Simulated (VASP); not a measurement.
# In3Cu (R-3m) in VASP: notebook

In3Cu is run at these levels: LDA; tasks: single point.

All numbers are computed with VASP 6.6.1; they aren't measurements. Logs are shortened: lines on timing, memory, paths and dates and some standing lists are left out, and cuts for length are marked.

### 1 The cell of the first run

It takes space group R-3m (No. 166, trigonal). The conventional cell has a = 5.910 Å, b = 5.910 Å, c = 7.843 Å, α = 90.00°, β = 90.00°, γ = 120.00°. In (site symmetry 2/m) has 8 In at 2.96 to 3.12 Å and 4 Cu at 2.96 to 3.12 Å within 3.9 Å. Within 3.9 Å of Cu (site symmetry -3m) lie 12 In at 2.96 to 3.12 Å.

### 2 Single point, LDA (19.77 Å³/atom)

Input file INCAR:

```
SYSTEM = In3Cu
ALGO     = Fast           ! electronic algorithm
EDIFF    = 1E-6           ! SCF threshold, eV
ENCUT    = 520            ! plane-wave cutoff, eV
GGA      = CA             ! functional
ISIF     = 2              ! what is computed and relaxed
ISMEAR   = 0              ! smearing method
LASPH    = .TRUE.         ! aspherical terms in the spheres
LCHARG   = .FALSE.        ! write CHGCAR
LREAL    = .FALSE.        ! projectors in reciprocal space
LWAVE    = .FALSE.        ! write WAVECAR
NBANDS   = 33             ! bands
NELM     = 80             ! most SCF steps
PREC     = Accurate       ! precision mode
SIGMA    = 0.15           ! smearing width, eV
```

Input file KPOINTS:

```
k-points
0
G
  10 10 10
  0 0 0
```

Input file POSCAR:

```
In3Cu
1.0
    4.2953835182      0.1163173419      0.1163173419
    0.1163173419      4.2953835182      0.1163173419
    0.1163173419      0.1163173419      4.2953835182
In Cu
3 1
Direct
    0.0000000000      0.5000000000      0.5000000000
    0.5000000000      0.0000000000      0.5000000000
    0.5000000000      0.5000000000      0.0000000000
    0.0000000000      0.0000000000      0.0000000000
```

Potentials or basis: VASP PAW LDA potentials, release 64 (In_d, Cu).

Command:

```console
$ cat potpaw_LDA.64/In_d/POTCAR potpaw_LDA.64/Cu/POTCAR > POTCAR
$ mpirun -np 1 vasp_std > vasp.out
```

OUTCAR:

```text
SYSTEM = In3Cu
   EDIFF = 1E-6
   ENCUT = 520
   GGA = CA
   ISIF = 2
   ISMEAR = 0
   LASPH = .TRUE.
   LREAL = .FALSE.
   NELM = 80
   PREC = Accurate

 ion  position               nearest neighbor table
   1  0.000  0.500  0.500-   3 2.96   4 2.96   2 2.96   4 2.96   2 2.96   3 2.96   2 3.12   4 3.12
                             3 3.12   4 3.12   3 3.12   2 3.12
   2  0.500  0.000  0.500-   3 2.96   4 2.96   1 2.96   3 2.96   1 2.96   4 2.96   1 3.12   3 3.12
                             3 3.12   4 3.12   4 3.12   1 3.12
   3  0.500  0.500  0.000-   1 2.96   2 2.96   2 2.96   4 2.96   1 2.96   4 2.96   1 3.12   2 3.12
                             2 3.12   4 3.12   1 3.12   4 3.12
   4  0.000  0.000  0.000-   1 2.96   2 2.96   1 2.96   3 2.96   2 2.96   3 2.96   1 3.12   1 3.12
                             2 3.12   3 3.12   2 3.12   3 3.12

  LATTYP: Found a trigonal (rhomboedric) cell.
 ALAT       =     4.2985321933
 COS(alpha) =     0.0548121522

  Lattice vectors:

 A1 = (   4.2953835182,   0.1163173419,   0.1163173419)
 A2 = (   0.1163173419,   4.2953835182,   0.1163173419)
 A3 = (   0.1163173419,   0.1163173419,   4.2953835182)

Analysis of symmetry for initial positions (statically):
=====================================================================
 Subroutine PRICEL returns:
 Original cell was already a primitive cell.

 Routine SETGRP: Setting up the symmetry group for a
 trigonal (rhombohedral) supercell.

 Subroutine GETGRP returns: Found 12 space group operations
 (whereof 12 operations were pure point group operations)
 out of a pool of 12 trial point group operations.

The static configuration has the point symmetry D_3d.

Analysis of symmetry for dynamics (positions and initial velocities):
=====================================================================
 Subroutine PRICEL returns:
 Original cell was already a primitive cell.

 Routine SETGRP: Setting up the symmetry group for a
 trigonal (rhombohedral) supercell.

 Subroutine GETGRP returns: Found 12 space group operations
 (whereof 12 operations were pure point group operations)
 out of a pool of 12 trial point group operations.

The dynamic configuration has the point symmetry D_3d.

 Subroutine INISYM returns: Found 12 space group operations
 (whereof 12 operations are pure point group operations),
 and found     1 'primitive' translations

----------------------------------------------------------------------------------------

                                     Primitive cell

  volume of cell :      79.0800

  direct lattice vectors                    reciprocal lattice vectors
     4.295383518  0.116317342  0.116317342     0.233140994 -0.006146913 -0.006146913
     0.116317342  4.295383518  0.116317342    -0.006146913  0.233140994 -0.006146913
     0.116317342  0.116317342  4.295383518    -0.006146913 -0.006146913  0.233140994

  length of vectors
     4.298532193  4.298532193  4.298532193     0.233303006  0.233303006  0.233303006

  position of ions in fractional coordinates (direct lattice)
     1.000000000  0.500000000  0.500000000
     0.500000000  1.000000000  0.500000000
     0.500000000  0.500000000  1.000000000
     0.000000000  0.000000000  0.000000000

  ion indices of the primitive-cell ions
   primitive index   ion index
                 1           1
                 2           2
                 3           3
                 4           4

----------------------------------------------------------------------------------------

 KPOINTS: k-points

Automatic generation of k-mesh.
 Grid dimensions read from file:
 generate k-points for:   10   10   10

 Generating k-lattice:

  Cartesian coordinates                     Fractional coordinates (reciprocal lattice)
     0.023314099 -0.000614691 -0.000614691     0.100000000 -0.000000000 -0.000000000
    -0.000614691  0.023314099 -0.000614691    -0.000000000  0.100000000 -0.000000000
    -0.000614691 -0.000614691  0.023314099    -0.000000000 -0.000000000  0.100000000

  Length of vectors
     0.023330301  0.023330301  0.023330301

  Shift w.r.t. Gamma in fractional coordinates (k-lattice)
     0.000000000  0.000000000  0.000000000

 Subroutine IBZKPT returns following result:
 ===========================================

 Found    116 irreducible k-points:

 Following reciprocal coordinates:
            Coordinates               Weight
  0.000000  0.000000  0.000000      1.000000
  0.100000  0.000000  0.000000      6.000000
  0.200000  0.000000  0.000000      6.000000
  0.300000  0.000000  0.000000      6.000000
  0.400000  0.000000  0.000000      6.000000
  0.500000  0.000000  0.000000      3.000000
[... 16 lines left out ...]
  0.300000  0.300000  0.000000      6.000000
  0.400000  0.300000 -0.000000     12.000000
 [... further k-points ...]
   k-points           NKPTS =    116   k-points in BZ     NKDIM =    116   number of bands    NBANDS=     33
   number of dos      NEDOS =    301   number of ions     NIONS =      4
   total plane-waves  NPLWV =  32768
   dimension x,y,z NGX =    32 NGY =   32 NGZ =   32
   dimension x,y,z NGXF=    64 NGYF=   64 NGZF=   64
   ions per type =               3   1
   NGX,Y,Z   is equivalent  to a cutoff of  12.38, 12.38, 12.38 a.u.
   NGXF,Y,Z  is equivalent  to a cutoff of  24.75, 24.75, 24.75 a.u.
 SYSTEM =  In3Cu
   PREC   = accura    normal or accurate (medium, high low for compatibility)
   ISTART =      0    job   : 0-new  1-cont  2-samecut
   ICHARG =      2    charge: 1-file 2-atom 10-const
   ISPIN  =      1    spin polarized calculation?
   LNONCOLLINEAR =      F non collinear calculations
   LSORBIT =      F    spin-orbit coupling
   LASPH  =      T    aspherical Exc in radial PAW
   ENCUT  =  520.0 eV  38.22 Ry    6.18 a.u.   7.99  7.99  7.99*2*pi/ulx,y,z
   NELM   =     80;   NELMIN=  2; NELMDL= -5     # of ELM steps
   EDIFF  = 0.1E-05   stopping-criterion for ELM
   LREAL  =      F    real-space projection
   EDIFFG = 0.1E-04   stopping-criterion for IOM
   NSW    =      0    number of steps for IOM
   IBRION =     -1    ionic relax: 0-MD 1-quasi-New 2-CG
   NFREE  =      0    steps in history (QN), initial steepest desc. (CG)
   ISIF   =      2    stress and relaxation
   ISYM   =      2    0-nonsym 1-usesym 2-fastsym
   POTIM  = 0.5000    time-step for ionic-motion
   TEBEG  =    0.0;   TEEND  =   0.0 temperature during run
   PSTRESS=    0.0 pullay stress
   NELECT =      50.0000    total number of electrons
   NUPDOWN=      -1.0000    fix difference up-down
   EMIN   =  10.00;   EMAX   =-10.00  energy-range for DOS
   EFERMI =   0.00;   METHOD = LEGACY
   ISMEAR =     0;   SIGMA  =   0.15  broadening in eV -4-tet -1-fermi 0-gaus
   EFERMI_NEDOS =   21; number of points for ismear=-14 and -15
   IALGO  =     68    algorithm
   IMIX   =      4    mixing-type and parameters
     AMIX     =   0.40;   BMIX     =  1.00
     AMIX_MAG =   1.60;   BMIX_MAG =  1.00
  volume/ion in A,a.u.               =      19.77       133.41
  Fermi-wavevector in a.u.,A,eV,Ry     =   1.405107  2.655266 26.862317  1.974325
  Thomas-Fermi vector in A             =   2.527601
   LORBIT       =      0    0 simple, 1 ext, 2 COOP (PROOUT), +10 PAW based schemes
   GGA     = CA    functional components
   LHFCALC =     F    Hartree Fock is set to
   AEXX    =    0.0000 exact exchange contribution
   IVDW    =     0    specifies the selected vdW correction
   LEPSILON=     F    determine dielectric tensor
   LRPA    =     F    only Hartree local field effects (RPA)
 non-spin polarized calculation
 RMM-DIIS sequential band-by-band and
 Gauss-broadening in eV      SIGMA  =   0.15
  energy-cutoff  :      520.00
  volume of cell :       79.08
 maximum number of plane-waves:      2146
   NGX = 15   NGY = 15   NGZ = 15

 number of electron      50.0000063 magnetization

 Free energy of the ion-electron system (eV)
  ---------------------------------------------------
  ext. energy  EPLUGINS =         0.00000000
  ---------------------------------------------------
  free energy    TOTEN  =       -13.59198037 eV

  energy without entropy =      -13.57205262  energy(sigma->0) =      -13.58201649

 E-fermi :   8.9732     XC(G=0): -11.5699

 val. band max:        8.9700789851   @ k =   0.5000   0.4000   0.2000
 cond. band min:       8.9833814902   @ k =  -0.3000   0.3000   0.3000
 fundamental gap:      0.0133025050
 Fermi energy:         8.9732051726

 k-point     1 :       0.0000    0.0000    0.0000
  band No.  band energies     occupation
      1      -6.4197      2.00000
      2      -6.3309      2.00000
      3      -6.3039      2.00000
      4      -6.3039      2.00000
      5      -6.0100      2.00000
      6      -6.0100      2.00000
[... 25 lines left out ...]
     32      15.5959      0.00000
     33      15.5959      0.00000

 k-point     2 :       0.1000    0.0000    0.0000
  band No.  band energies     occupation
      1      -6.4016      2.00000
      2      -6.3147      2.00000
      3      -6.2940      2.00000
      4      -6.2826      2.00000
      5      -6.0057      2.00000
      6      -5.9947      2.00000
[... 25 lines left out ...]
     32      15.0827      0.00000
     33      15.6379      0.00000

 k-point     3 :       0.2000    0.0000    0.0000
  band No.  band energies     occupation
      1      -6.3562      2.00000
      2      -6.2783      2.00000
      3      -6.2496      2.00000
      4      -6.2203      2.00000
      5      -5.9939      2.00000
      6      -5.9512      2.00000
[... 25 lines left out ...]
     32      14.3159      0.00000
     33      15.9702      0.00000

 k-point     4 :       0.3000    0.0000    0.0000
  band No.  band energies     occupation
      1      -6.3154      2.00000
      2      -6.2158      2.00000
      3      -6.1644      2.00000
      4      -6.1213      2.00000
      5      -5.9766      2.00000
      6      -5.8872      2.00000
[... 25 lines left out ...]
     32      14.7746      0.00000
     33      16.5317      0.00000

 k-point     5 :       0.4000    0.0000    0.0000
  band No.  band energies     occupation
      1      -6.2944      2.00000
      2      -6.1408      2.00000
      3      -6.0501      2.00000
      4      -5.9942      2.00000
      5      -5.9540      2.00000
      6      -5.8193      2.00000
[... 604 lines left out ...]
 k-point    22 :      -0.2000    0.2000    0.0000
  band No.  band energies     occupation
      1      -6.2509      2.00000
      2      -6.2357      2.00000
      3      -6.2140      2.00000
      4      -6.1192      2.00000
      5      -5.9657      2.00000
      6      -5.9046      2.00000
[... 25 lines left out ...]
     32      14.4080      0.00000
     33      14.8276      0.00000

 k-point    23 :       0.3000    0.3000    0.0000
  band No.  band energies     occupation
      1      -6.2461      2.00000
      2      -6.1813      2.00000
      3      -6.0630      2.00000
      4      -6.0536      2.00000
      5      -5.9083      2.00000
      6      -5.8454      2.00000
[... 25 lines left out ...]
     32      14.6596      0.00000
     33      15.1324      0.00000

 k-point    24 :       0.4000    0.3000   -0.0000
  band No.  band energies     occupation
      1      -6.1940      2.00000
      2      -6.1462      2.00000
      3      -5.9879      2.00000
      4      -5.9779      2.00000
      5      -5.9107      2.00000
      6      -5.8467      2.00000
[... 25 lines left out ...]
     32      14.9815      0.00000
     33      16.1984      0.00000

 [... further k-points ...]

------------------------ aborting loop because EDIFF is reached ----------------------------------------

  FORCE on cell =-STRESS in cart. coord.  units (eV):
  Direction    XX          YY          ZZ          XY          YZ          ZX
  --------------------------------------------------------------------------------------
  -------------------------------------------------------------------------------------
  Total        0.9588004      0.9588004      0.9588004     -0.3140283     -0.3140283     -0.3140283
  in kB       19.4254970     19.4254970     19.4254970     -6.3622783     -6.3622783     -6.3622783
  external PRESSURE =      19.4254970 kB  Pullay stress =       0.0000000 kB

 VOLUME and BASIS-vectors are now :
 -----------------------------------------------------------------------------
  energy-cutoff  :      520.00
  volume of cell :       79.08
      direct lattice vectors                 reciprocal lattice vectors
     4.295383518  0.116317342  0.116317342     0.233140994 -0.006146913 -0.006146913
     0.116317342  4.295383518  0.116317342    -0.006146913  0.233140994 -0.006146913
     0.116317342  0.116317342  4.295383518    -0.006146913 -0.006146913  0.233140994

 POSITION                                       TOTAL-FORCE (eV/Angst)
 -----------------------------------------------------------------------------------
      0.11632      2.20585      2.20585        -0.000000      0.000000     -0.000000
      2.20585      0.11632      2.20585         0.000000     -0.000000      0.000000
      2.20585      2.20585      0.11632        -0.000000      0.000000     -0.000000
      0.00000      0.00000      0.00000         0.000000      0.000000     -0.000000
 -----------------------------------------------------------------------------------
    total drift:                                0.000000     -0.000000     -0.000000

  FREE ENERGIE OF THE ION-ELECTRON SYSTEM (eV)
  ---------------------------------------------------
  free  energy   TOTEN  =       -13.5919803710 eV

  energy  without entropy=      -13.5720526158  energy(sigma->0) =      -13.58201649
```

Run time: 7 min. Hardware: 1 thread of Intel Xeon 8259CL, shared host; peak memory 0.34 GiB.

Results:

```
Free energy            : -13.5920 eV
Pressure               : 1.9 GPa
Band gap on the k mesh : zero (bands 25 and 26 overlap by 3.97 eV)
```

Stress tensor (GPa, compression positive):
```
 1.94 -0.64 -0.64
-0.64  1.94 -0.64
-0.64 -0.64  1.94
```

Levels at points of the mesh, in eV from the Fermi level:
| k point | band 23 | band 24 | band 25 | band 26 | band 27 | band 28 |
| --- | --- | --- | --- | --- | --- | --- |
| (0.00, 0.00, 0.00) | -2.22 | -2.22 | -0.44 | -0.44 | 0.69 | 4.63 |
| (0.50, 0.00, 0.00) | -0.57 | -0.07 | 0.58 | 1.12 | 1.17 | 1.53 |
| (0.50, 0.50, 0.00) | -2.74 | -2.60 | 1.99 | 1.99 | 3.25 | 3.37 |
| (0.50, 0.50, 0.50) | -2.82 | -2.82 | -2.31 | -1.98 | -1.98 | -1.18 |

Caveat: spin-orbit coupling is left out, which moves the levels of the heavy elements.

### 3 Single point, LDA (19.77 Å³/atom)

Input file INCAR:

```
PREC = Accurate
ENCUT = 520
EDIFF = 1E-7
ISMEAR = 0
SIGMA = 0.15
LREAL = False
LASPH = True
NELM = 80
ALGO = Fast
ISIF = 2
LWAVE = False
LCHARG = False
GGA = CA
NBANDS = 33
```

Input file KPOINTS:

```
regular mesh
0
Gamma
  10 10 10
```

Input file POSCAR:

```
In3Cu
1.0
    4.2953235243     -0.1131508421     -0.1131508421
   -0.1131508421      4.2953235243     -0.1131508421
   -0.1131508421     -0.1131508421      4.2953235243
In Cu
3 1
Direct
    0.0000000000      0.5000000000      0.5000000000
    0.5000000000      0.0000000000      0.5000000000
    0.5000000000      0.5000000000      0.0000000000
    0.0000000000      0.0000000000      0.0000000000
```

Potentials or basis: VASP PAW LDA potentials, release 64 (In_d, Cu).

Command:

```console
$ cat potpaw_LDA.64/In_d/POTCAR potpaw_LDA.64/Cu/POTCAR > POTCAR
$ mpirun -np 1 vasp_std > vasp.out
```

Run time: 9.4 min. Hardware: 1 thread of Intel Xeon 8259CL, shared host; peak memory 0.35 GiB.

It converged, with:

| Quantity | Value |
| --- | --- |
| Free energy | -13.6153 eV |
| Pressure | 1.9 GPa |
| Band gap on the k mesh | zero (bands 25 and 26 overlap by 4.32 eV) |

Stress tensor (GPa, compression positive):
```
 1.91 -0.10 -0.10
-0.10  1.91 -0.10
-0.10 -0.10  1.91
```

Levels at points of the mesh, in eV from the Fermi level:
```csv
k point,band 21,band 22,band 23,band 24,band 25,band 26,band 27,band 28,band 29,band 30
"(0.00, 0.00, 0.00)",-2.86,-2.34,-2.34,-2.14,-0.42,-0.42,0.71,4.44,4.91,4.91
"(0.50, 0.00, 0.00)",-2.89,-2.84,-0.52,0.14,0.30,0.83,1.47,1.67,2.47,2.74
"(0.50, 0.50, 0.00)",-3.11,-2.84,-2.72,-2.58,2.17,2.23,2.88,3.19,3.33,3.34
"(0.50, 0.50, 0.50)",-3.64,-3.10,-2.80,-2.80,-2.15,-2.15,-2.03,-1.03,9.97,9.97
```

Caveat: spin-orbit coupling is left out, which moves the levels of the heavy elements.
